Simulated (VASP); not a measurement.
Crystal: Al3P2.

```
Al P
1.0
     3.96133    0.00000    0.00000
    -1.98067    3.43061    0.00000
     0.00000    0.00000    6.72194
Al P
3 2
Direct
  0.00000 0.00000 0.00000
  0.33333 0.66667 0.63055
  0.66667 0.33333 0.36945
  0.33333 0.66667 0.24293
  0.66667 0.33333 0.75707
```

| Property | Result |
| --- | --- |
| Program | VASP 6.6.1 |
| Task | relaxation of cell and atoms |
| Functional | PBE |
| Potentials or basis | VASP PAW PBE potentials, release 64 (Al, P) |
| Cutoff | 600 eV |
| k mesh | 12 × 12 × 6 |
| Occupations | gaussian, width 0.1 eV |
| Spin | no spin polarisation |

At the start: pressure -0.0 GPa; volume 18.27 Å³/atom.

Question: Where does the relaxation end?

Answer: Over 31 steps the energy falls by 132.5 meV/atom and the volume is 17.48 Å³/atom (-4.3 %); space group P-3m1 (No. 164, to 0.1 Å) before and after.

The path:
| step | energy change (eV) | largest force (eV/Å) | pressure (GPa) | volume (Å³) |
| --- | --- | --- | --- | --- |
| 1 | 0.0000 | 0.0498 | -0.03 | 91.35 |
| 2 | -0.0002 | 0.0379 | -0.02 | 91.31 |
| 3 | -0.0006 | 0.0184 | 0.01 | 91.17 |
| 4 | -0.0009 | 0.0167 | -0.02 | 91.17 |
| 5 | -0.0025 | 0.0132 | -0.10 | 91.17 |
| 6 | -0.0081 | 0.0117 | -0.24 | 91.15 |
| 7 | -0.0275 | 0.0704 | -0.47 | 91.09 |
| 8 | -0.1035 | 0.2681 | -0.85 | 90.87 |
| 9 | -0.1344 | 1.3093 | -2.17 | 90.04 |
| 10 | -0.1554 | 0.6289 | -1.50 | 90.57 |
| 11 | -0.1653 | 0.9370 | -1.94 | 90.33 |
| 12 | -0.1663 | 0.8298 | -1.82 | 90.41 |
| 13 | -0.1664 | 0.8661 | -1.86 | 90.38 |
| 14 | -0.1725 | 0.8542 | -1.77 | 90.25 |
| 15 | -0.1898 | 0.8176 | -1.49 | 89.86 |
| 16 | -0.2214 | 0.7405 | -0.89 | 89.09 |
| 17 | -0.2707 | 0.5708 | 0.45 | 87.55 |
| 18 | -0.3054 | 0.7319 | 3.75 | 84.50 |
| 19 | -0.3278 | 0.7513 | 3.64 | 84.62 |
| 20 | -0.3913 | 0.7907 | 3.28 | 84.95 |
| 21 | -0.4921 | 0.8674 | 2.72 | 85.57 |
| 22 | -0.5361 | 0.8178 | 2.78 | 86.64 |
| 23 | -0.5468 | 0.8612 | 2.62 | 86.33 |
| 24 | -0.6152 | 0.5391 | -0.21 | 88.53 |
| 25 | -0.6255 | 0.3791 | -1.59 | 89.76 |
| 26 | -0.6477 | 0.2521 | -0.97 | 88.80 |
| 27 | -0.6618 | 0.0479 | 0.22 | 87.24 |
| 28 | -0.6618 | 0.0498 | 0.18 | 87.29 |
| 29 | -0.6622 | 0.0202 | -0.02 | 87.44 |
| 30 | -0.6622 | 0.0112 | -0.08 | 87.48 |
| 31 | -0.6623 | 0.0092 | -0.04 | 87.42 |

Final structure:
```xyz
5
Lattice="3.5409 0.0000 0.0000 -1.7705 3.0666 0.0000 0.0000 0.0000 8.0509" Properties=species:S:1:pos:R:3 pbc="T T T"
Al    0.0000    0.0000    0.0000
Al    0.0000    2.0444    5.1313
Al    1.7705    1.0222    2.9196
P     0.0000    2.0444    1.5133
P     1.7705    1.0222    6.5376
```

Caveat: a cell axis changed by over 15 % at a fixed basis, so the end point is rough.
